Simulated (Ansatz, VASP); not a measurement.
# One calculation of Ir, two programs

```
CELL_PARAMETERS angstrom
0.00000 2.16765 1.59171
2.16765 0.00000 1.59171
2.16765 2.16765 0.00000
ATOMIC_POSITIONS crystal
Ir 0.00000 0.00000 0.00000
```

Alike in both runs: task single point; functional PBE; k mesh 22 × 22 × 22; occupations gaussian, width 0.15 eV; no spin polarisation.

```csv
,VASP,Ansatz
version,VASP 6.6.1,Ansatz 0.2.0
potentials or method,"VASP PAW PBE potentials, release 64 (Ir), cutoff 520 eV","scalar-relativistic, plane waves, PAW"
valence electrons in the cell,9,17
```

|  | VASP | Ansatz | Ansatz less VASP |
| --- | --- | --- | --- |
| gap on the k mesh at the Fermi level (eV) | none | none | - |
| pressure (GPa) | 1.7 | 1.2 | -0.55 |
| traceless stress, the component that is largest in VASP (GPa) | 14.02 | 14.32 | +0.299 |

A gap of «none» marks a metal or a gap that the smearing closes. VASP's potentials hold 9 valence electrons a cell and Ansatz's 17, so a difference there can come from the potentials and not from the codes.

Neither program's run includes spin-orbit coupling.
